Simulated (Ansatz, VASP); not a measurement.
**As in VASP and in Ansatz**

File INCAR:

```
PREC = Accurate
ENCUT = 500
EDIFF = 1E-6
ISMEAR = 0
SIGMA = 0.1
LREAL = F
LASPH = T
NELM = 120
ALGO = Normal
ISIF = 2
LWAVE = F
LCHARG = T
GGA = PE
LELF = T
LVHAR = T
NBANDS = 8
GGA_COMPAT = F
```

Contents of KPOINTS:

```
regular mesh
0
Gamma
  14 14 14
```

File POSCAR:

```
As
1.0
    2.7036817444      0.0000000000      0.0000000000
    0.0000000000      2.7036817444      0.0000000000
    0.0000000000      0.0000000000      2.7036817444
As
1
Direct
    0.5000000000      0.5000000000      0.6386997566
```

Input for Ansatz:

```yaml
crystal:
  lattice:
    - [2.7036817444, 0.0, 0.0]
    - [0.0, 2.7036817444, 0.0]
    - [0.0, 0.0, 2.7036817444]
  atoms:
    - { symbol: As, position: [0.5, 0.5, 0.6386997566] }
basis:
  ecutwfc: 420
kpoints:
  mp_grid: { grid: [14, 14, 14] }
hamiltonian:
  xc: pbe
scf:
  occupations: { method: gaussian, width: 0.1 }
output:
  forces: true
  stress: true
  eigenvalues: true
```

Change from the starting cell: one atom moved.

Alike in both runs: task single point; functional PBE; k mesh 14 × 14 × 14; occupations gaussian, width 0.1 eV; no spin polarisation.

|  | VASP | Ansatz |
| --- | --- | --- |
| version | VASP 6.6.1 | Ansatz 0.2.0 |
| potentials or method | VASP PAW PBE potentials, release 64 (As), cutoff 500 eV | scalar-relativistic, plane waves, PAW |
| valence electrons in the cell | 5 | 15 |

```csv
,VASP,Ansatz,Ansatz less VASP
gap on the k mesh at the Fermi level (eV),none,none,-
pressure (GPa),2.7,2.5,-0.19
```

A gap of «none» marks a metal or a gap that the smearing closes. VASP's potentials hold 5 valence electrons a cell and Ansatz's 15, so a difference there can come from the potentials and not from the codes.
